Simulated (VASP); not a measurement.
# Nb2Ga3C3 (Pm-3m) in VASP: a series of runs, part 2 of 2

VASP 6.6.1.

**3. Relaxation of cell and atoms, PBE**

INCAR reads:

```
ALGO     = Normal         # electronic algorithm
EDIFF    = 1E-6           # SCF threshold, eV
EDIFFG   = -0.01          # ionic threshold
ENCUT    = 600            # plane-wave cutoff, eV
GGA      = PE             # functional
IBRION   = 2              # ionic algorithm
ISIF     = 3              # what is computed and relaxed
ISMEAR   = 0              # smearing method
LASPH    = T              # aspherical terms in the spheres
LCHARG   = F              # write CHGCAR
LREAL    = F              # projectors in reciprocal space
LWAVE    = F              # write WAVECAR
NELM     = 80             # most SCF steps
NSW      = 100            # ionic steps
PREC     = Accurate       # precision mode
SIGMA    = 0.1            # smearing width, eV
```

KPOINTS reads:

```
k-points
0
Gamma
  8 8 8
```

POSCAR reads:

```
Nb2Ga3C3
1.0
    4.8681268583      0.0000000000      0.0000000000
    0.0000000000      4.8681268583      0.0000000000
    0.0000000000      0.0000000000      4.8681268583
Nb Ga C
2 3 3
Direct
    0.5000000000      0.5000000000      0.5000000000
    0.0000000000      0.0000000000      0.0000000000
    0.0000000000      0.5000000000      0.5000000000
    0.5000000000      0.0000000000      0.5000000000
    0.5000000000      0.5000000000      0.0000000000
    0.5000000000      0.0000000000      0.0000000000
    0.0000000000      0.5000000000      0.0000000000
    0.0000000000      0.0000000000      0.5000000000
```

Potentials or basis: VASP PAW PBE potentials, release 64 (Nb_sv, Ga_d, C).

On the command line:

```bash
cat potpaw_PBE.64/Nb_sv/POTCAR potpaw_PBE.64/Ga_d/POTCAR potpaw_PBE.64/C/POTCAR > POTCAR
mpirun -np 1 vasp_std > vasp.out
```

OUTCAR:

```text
EDIFF = 1E-6
   EDIFFG = -0.01
   ENCUT = 600
   GGA = PE
   IBRION = 2
   ISIF = 3
   ISMEAR = 0
   LASPH = T
   LREAL = F
   NELM = 80
   NSW = 100
   PREC = Accurate

 ion  position               nearest neighbor table
   1  0.500  0.500  0.500-   3 2.43   4 2.43   5 2.43   5 2.43   4 2.43   3 2.43
   2  0.000  0.000  0.000-   6 2.43   7 2.43   8 2.43   8 2.43   7 2.43   6 2.43
   3  0.000  0.500  0.500-   1 2.43   7 2.43   8 2.43   7 2.43   8 2.43   1 2.43
   4  0.500  0.000  0.500-   1 2.43   6 2.43   8 2.43   6 2.43   1 2.43   8 2.43
   5  0.500  0.500  0.000-   1 2.43   6 2.43   7 2.43   1 2.43   6 2.43   7 2.43
   6  0.500  0.000  0.000-   2 2.43   4 2.43   5 2.43   4 2.43   5 2.43   2 2.43
   7  0.000  0.500  0.000-   2 2.43   3 2.43   5 2.43   3 2.43   2 2.43   5 2.43
   8  0.000  0.000  0.500-   2 2.43   3 2.43   4 2.43   2 2.43   3 2.43   4 2.43

  LATTYP: Found a simple cubic cell.
 ALAT       =     4.8681268583

  Lattice vectors:

 A1 = (   4.8681268583,   0.0000000000,   0.0000000000)
 A2 = (   0.0000000000,   4.8681268583,   0.0000000000)
 A3 = (   0.0000000000,   0.0000000000,   4.8681268583)

Analysis of symmetry for initial positions (statically):
=====================================================================
 Subroutine PRICEL returns:
 Original cell was already a primitive cell.

 Routine SETGRP: Setting up the symmetry group for a
 simple cubic supercell.

 Subroutine GETGRP returns: Found 48 space group operations
[... 9 lines left out ...]

 Routine SETGRP: Setting up the symmetry group for a
 simple cubic supercell.

 Subroutine GETGRP returns: Found 48 space group operations
[... 11 lines left out ...]
                                     Primitive cell

  volume of cell :     115.3681

  direct lattice vectors                    reciprocal lattice vectors
     4.868126858  0.000000000  0.000000000     0.205417819  0.000000000  0.000000000
     0.000000000  4.868126858  0.000000000     0.000000000  0.205417819  0.000000000
     0.000000000  0.000000000  4.868126858     0.000000000  0.000000000  0.205417819

  length of vectors
     4.868126858  4.868126858  4.868126858     0.205417819  0.205417819  0.205417819

  position of ions in fractional coordinates (direct lattice)
     0.500000000  0.500000000  0.500000000
     0.000000000  0.000000000  0.000000000
     0.000000000  0.500000000  0.500000000
     0.500000000  0.000000000  0.500000000
     0.500000000  0.500000000  0.000000000
     0.500000000  0.000000000  0.000000000
     0.000000000  0.500000000  0.000000000
     0.000000000  0.000000000  0.500000000

  ion indices of the primitive-cell ions
   primitive index   ion index
                 1           1
                 2           2
                 3           3
                 4           4
                 5           5
                 6           6
                 7           7
                 8           8

----------------------------------------------------------------------------------------

 KPOINTS: k-points

Automatic generation of k-mesh.
 Grid dimensions read from file:
[... 23 lines left out ...]
  0.125000  0.000000  0.000000      6.000000
  0.250000  0.000000  0.000000      6.000000
  0.375000  0.000000  0.000000      6.000000
  0.500000  0.000000  0.000000      3.000000
  0.125000  0.125000  0.000000     12.000000
[... 16 lines left out ...]
  0.375000  0.375000  0.125000     24.000000
  0.500000  0.375000  0.125000     24.000000
 [... further k-points ...]
   k-points           NKPTS =     35   k-points in BZ     NKDIM =     35   number of bands    NBANDS=     46
   number of dos      NEDOS =    301   number of ions     NIONS =      8
   total plane-waves  NPLWV =  64000
   dimension x,y,z NGX =    40 NGY =   40 NGZ =   40
   dimension x,y,z NGXF=    80 NGYF=   80 NGZF=   80
   ions per type =               2   3   3
   NGX,Y,Z   is equivalent  to a cutoff of  13.66, 13.66, 13.66 a.u.
   NGXF,Y,Z  is equivalent  to a cutoff of  27.32, 27.32, 27.32 a.u.
 SYSTEM =  unknown system
   PREC   = accura    normal or accurate (medium, high low for compatibility)
   ISTART =      0    job   : 0-new  1-cont  2-samecut
   ICHARG =      2    charge: 1-file 2-atom 10-const
   ISPIN  =      1    spin polarized calculation?
   LNONCOLLINEAR =      F non collinear calculations
   LSORBIT =      F    spin-orbit coupling
   LASPH  =      T    aspherical Exc in radial PAW
   ENCUT  =  600.0 eV  44.10 Ry    6.64 a.u.   9.72  9.72  9.72*2*pi/ulx,y,z
   NELM   =     80;   NELMIN=  2; NELMDL= -5     # of ELM steps
   EDIFF  = 0.1E-05   stopping-criterion for ELM
   LREAL  =      F    real-space projection
   EDIFFG = -.1E-01   stopping-criterion for IOM
   NSW    =    100    number of steps for IOM
   IBRION =      2    ionic relax: 0-MD 1-quasi-New 2-CG
   NFREE  =      1    steps in history (QN), initial steepest desc. (CG)
   ISIF   =      3    stress and relaxation
   ISYM   =      2    0-nonsym 1-usesym 2-fastsym
   POTIM  = 0.5000    time-step for ionic-motion
   TEBEG  =    0.0;   TEEND  =   0.0 temperature during run
   PSTRESS=    0.0 pullay stress
   NELECT =      77.0000    total number of electrons
   NUPDOWN=      -1.0000    fix difference up-down
   EMIN   =  10.00;   EMAX   =-10.00  energy-range for DOS
   EFERMI =   0.00;   METHOD = LEGACY
   ISMEAR =     0;   SIGMA  =   0.10  broadening in eV -4-tet -1-fermi 0-gaus
   EFERMI_NEDOS =   21; number of points for ismear=-14 and -15
   IALGO  =     38    algorithm
   IMIX   =      4    mixing-type and parameters
     AMIX     =   0.40;   BMIX     =  1.00
     AMIX_MAG =   1.60;   BMIX_MAG =  1.00
  volume/ion in A,a.u.               =      14.42        97.32
  Fermi-wavevector in a.u.,A,eV,Ry     =   1.430682  2.703597 27.849108  2.046852
  Thomas-Fermi vector in A             =   2.550501
   LORBIT       =      0    0 simple, 1 ext, 2 COOP (PROOUT), +10 PAW based schemes
   GGA     = PE    functional components
   LHFCALC =     F    Hartree Fock is set to
   AEXX    =    0.0000 exact exchange contribution
   IVDW    =     0    specifies the selected vdW correction
   LEPSILON=     F    determine dielectric tensor
   LRPA    =     F    only Hartree local field effects (RPA)
 conjugate gradient relaxation of ions
 non-spin polarized calculation
 Gauss-broadening in eV      SIGMA  =   0.10
  energy-cutoff  :      600.00
  volume of cell :      115.37
 maximum number of plane-waves:      3900
 NGX is ok and might be reduce to    40
   NGX = 19   NGY = 19   NGZ = 19

 number of electron      76.9999982 magnetization

 Free energy of the ion-electron system (eV)
  ---------------------------------------------------
  ext. energy  EPLUGINS =         0.00000000
  ---------------------------------------------------
  free energy    TOTEN  =       -45.10034649 eV

  energy without entropy =      -45.07632397  energy(sigma->0) =      -45.08833523

 E-fermi :   7.3505     XC(G=0): -11.6891

 val. band max:        7.3172895214   @ k =   0.5000   0.0000   0.0000
 cond. band min:       7.3628312947   @ k =   0.3750   0.3750   0.1250
 fundamental gap:      0.0455417733
 Fermi energy:         7.3505196742

 k-point     1 :       0.0000    0.0000    0.0000
  band No.  band energies     occupation
      1     -48.8939      2.00000
      2     -47.3015      2.00000
      3     -24.8206      2.00000
      4     -24.8206      2.00000
      5     -24.8206      2.00000
      6     -23.5445      2.00000
[... 1165 lines left out ...]
     45       9.8761      0.00000
     46      10.1986      0.00000

 [... further k-points ...]

------------------------ aborting loop because EDIFF is reached ----------------------------------------

  FORCE on cell =-STRESS in cart. coord.  units (eV):
  Direction    XX          YY          ZZ          XY          YZ          ZX
  --------------------------------------------------------------------------------------
  -------------------------------------------------------------------------------------
  Total        0.0242791      0.0242791      0.0242791      0.0000000      0.0000000      0.0000000
  in kB        0.3371760      0.3371760      0.3371760      0.0000000      0.0000000      0.0000000
  external PRESSURE =       0.3371760 kB  Pullay stress =       0.0000000 kB

 VOLUME and BASIS-vectors are now :
 -----------------------------------------------------------------------------
  energy-cutoff  :      600.00
  volume of cell :      115.37
      direct lattice vectors                 reciprocal lattice vectors
     4.868126858  0.000000000  0.000000000     0.205417819  0.000000000  0.000000000
     0.000000000  4.868126858  0.000000000     0.000000000  0.205417819  0.000000000
     0.000000000  0.000000000  4.868126858     0.000000000  0.000000000  0.205417819

 POSITION                                       TOTAL-FORCE (eV/Angst)
 -----------------------------------------------------------------------------------
      2.43406      2.43406      2.43406         0.000000      0.000000      0.000000
      0.00000      0.00000      0.00000         0.000000      0.000000      0.000000
      0.00000      2.43406      2.43406         0.000000      0.000000      0.000000
      2.43406      0.00000      2.43406         0.000000      0.000000      0.000000
      2.43406      2.43406      0.00000         0.000000      0.000000      0.000000
      2.43406      0.00000      0.00000         0.000000      0.000000      0.000000
      0.00000      2.43406      0.00000         0.000000      0.000000      0.000000
      0.00000      0.00000      2.43406         0.000000      0.000000      0.000000
 -----------------------------------------------------------------------------------
    total drift:                               -0.000000      0.000000     -0.000000

  FREE ENERGIE OF THE ION-ELECTRON SYSTEM (eV)
  ---------------------------------------------------
  free  energy   TOTEN  =       -45.1003464914 eV

  energy  without entropy=      -45.0763239707  energy(sigma->0) =      -45.08833523

 reached required accuracy - stopping structural energy minimisation
```

Wall time 8.9 min (1 thread of AMD EPYC 7R13, shared host); peak memory 0.34 GiB.

Results:

| Quantity | Value |
| --- | --- |
| Free energy | -45.1003 eV |
| Pressure after relaxing | 0.0 GPa |

Final structure:
```cif
data_structure
_symmetry_space_group_name_H-M 'P 1'
_symmetry_Int_Tables_number 1
_cell_length_a 4.8681
_cell_length_b 4.8681
_cell_length_c 4.8681
_cell_angle_alpha 90.000
_cell_angle_beta 90.000
_cell_angle_gamma 90.000
_cell_volume 115.37
loop_
_atom_site_label
_atom_site_type_symbol
_atom_site_fract_x
_atom_site_fract_y
_atom_site_fract_z
_atom_site_occupancy
Nb1 Nb 0.50000 0.50000 0.50000 1
Nb2 Nb 0.00000 0.00000 0.00000 1
Ga1 Ga 0.00000 0.50000 0.50000 1
Ga2 Ga 0.50000 0.00000 0.50000 1
Ga3 Ga 0.50000 0.50000 0.00000 1
C1 C 0.50000 0.00000 0.00000 1
C2 C 0.00000 0.50000 0.00000 1
C3 C 0.00000 0.00000 0.50000 1
```

Caveat: the relaxation stopped at its first step, so nothing moved.
